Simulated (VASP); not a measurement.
# MgS (Niningerite): single point with r2SCAN-based global hybrid

The system is MgS (Niningerite).

```
CELL_PARAMETERS angstrom
0.00000 2.60165 2.60165
2.60165 0.00000 2.60165
2.60165 2.60165 0.00000
ATOMIC_POSITIONS crystal
S 0.50000 0.50000 0.50000
Mg 0.00000 0.00000 0.00000
```

| Item | Value |
| --- | --- |
| Program | VASP 6.6.1 |
| Task | single point |
| Functional | r2SCAN-based global hybrid |
| Potentials or basis | VASP PAW PBE potentials, release 64 (S, Mg) |
| Cutoff | 520 eV |
| k mesh | 5 × 5 × 5 |
| Occupations | fermi-dirac, width 0.05 eV |
| Spin | no spin polarisation |

The pressure is -1.6 GPa. The band gap on the k mesh is 5.97 eV, indirect (least direct gap 6.68 eV).

Levels at points of the mesh, in eV from the valence-band top:
```tsv
k point	band 1	band 2	band 3	band 4	band 5	band 6	band 7	band 8	band 9
(0.00, 0.00, 0.00)	-14.76	0.00	0.00	0.00	6.68	10.91	10.91	10.91	13.61
```

It took 6.9 min on 1 thread of Intel(R) Xeon(R) Platinum 8375C CPU @ 2.90GHz (Ice Lake), with other jobs on the host, peak memory 0.17 GiB.

Caveat: the PAW data sets were made with another functional, which shifts forces and pressure a little. A k mesh can miss the band edges.
